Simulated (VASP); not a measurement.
A run of VASP 6.6.1 is set up as follows.

Contents of INCAR:

```
PREC     = Accurate       # precision mode
ENCUT    = 520            # plane-wave cutoff, eV
EDIFF    = 1E-7           # SCF threshold, eV
ISMEAR   = 0              # smearing method
SIGMA    = 0.15           # smearing width, eV
LREAL    = False          # projectors in reciprocal space
LASPH    = True           # aspherical terms in the spheres
NELM     = 60             # most SCF steps
ALGO     = Normal         # electronic algorithm
ISIF     = 2              # what is computed and relaxed
LWAVE    = False          # write WAVECAR
LCHARG   = True           # write CHGCAR
GGA      = PS             # functional
LELF     = True           # ELF
LVHAR    = True         
NBANDS   = 15             # bands
```

File KPOINTS:

```
regular mesh
0
Gamma
  18 18 16
```

POSCAR

```
TaN
1.0
    2.9379988584      0.0000000000      0.0000000000
   -1.4689994292      2.5443816477      0.0000000000
    0.0000000000      0.0000000000      2.8830000000
Ta N
1 1
Direct
    0.3333333333      0.6666666667      0.5000000000
    0.0569446310      0.0416863631      0.0000000000
```

Potentials or basis: VASP PAW PBE potentials, release 64 (Ta_pv, N).

Run with:

```console
$ cat potpaw_PBE.64/Ta_pv/POTCAR potpaw_PBE.64/N/POTCAR > POTCAR
$ mpirun -np 1 vasp_std > vasp.out
```

Task: Predict the pressure.

Result: -1.3 GPa.

Task: Predict the band gap on the k mesh.

Result: Zero (band 8 reaches 8.35 eV, above the bottom of band 9 at 8.03 eV).

Task: What does it give for the largest force?

Result: 1.798 eV/Å.

Forces in eV/Å, atoms in the order of the input:
```
Ta   1.185  1.352  0.000
N   -1.185 -1.352  0.000
```

Caveat: the cell differs from its parent crystal (atom 2 (N) moved by (+0.150, +0.000) A along [1 1 0] and z); the PAW data sets were made with another functional, which shifts forces and pressure a little; spin-orbit coupling is left out, which moves the levels of the heavy elements.
